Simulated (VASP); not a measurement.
**BN (pbe): single point with PBE**

The system is BN (pbe).

```
B N
1.0
     2.51575    0.00000    0.00000
    -1.25788    2.17870    0.00000
     0.00000    0.00000    4.23121
B N
2 2
Direct
  0.33333 0.66667 0.99989
  0.66667 0.33333 0.49989
  0.33333 0.66667 0.37411
  0.66667 0.33333 0.87411
```

This cell differs from its parent crystal: strained cell.

```
Program             : VASP 6.6.1
Task                : single point
Functional          : PBE
Potentials or basis : VASP PAW PBE potentials, release 64 (B, N)
Cutoff              : 520 eV
k mesh              : 9 × 9 × 6
Occupations         : gaussian, width 0.02 eV
Spin                : no spin polarisation
```

```
Pressure               : 11.8 GPa
Largest force          : 0.009 eV/Å
Band gap on the k mesh : 5.08 eV, indirect (least direct gap 8.17 eV)
```

Forces on the atoms (eV/Å):
```
B    0.000  0.000  0.009
B    0.000  0.000  0.009
N    0.000  0.000 -0.009
N    0.000  0.000 -0.009
```

Stress tensor (GPa, compression positive):
```
17.43  0.00  0.00
 0.00 17.43  0.00
 0.00  0.00  0.42
```

Levels at points of the mesh, in eV from the valence-band top:
```csv
k point,band 5,band 6,band 7,band 8,band 9,band 10,band 11,band 12
"(0.00, 0.00, 0.00)",-2.05,-0.37,0.00,0.00,8.17,8.59,8.59,10.09
"(0.00, 0.00, 0.50)",-1.13,-1.13,-1.13,-1.13,9.88,9.88,10.13,10.13
```

Run time: 7.2 s on 1 thread of Intel(R) Xeon(R) 6975P-C (Granite Rapids), with other jobs on the host, peak memory 0.13 GiB.

Caveat: the cell differs from its parent crystal (strained cell). A k mesh can miss the band edges.
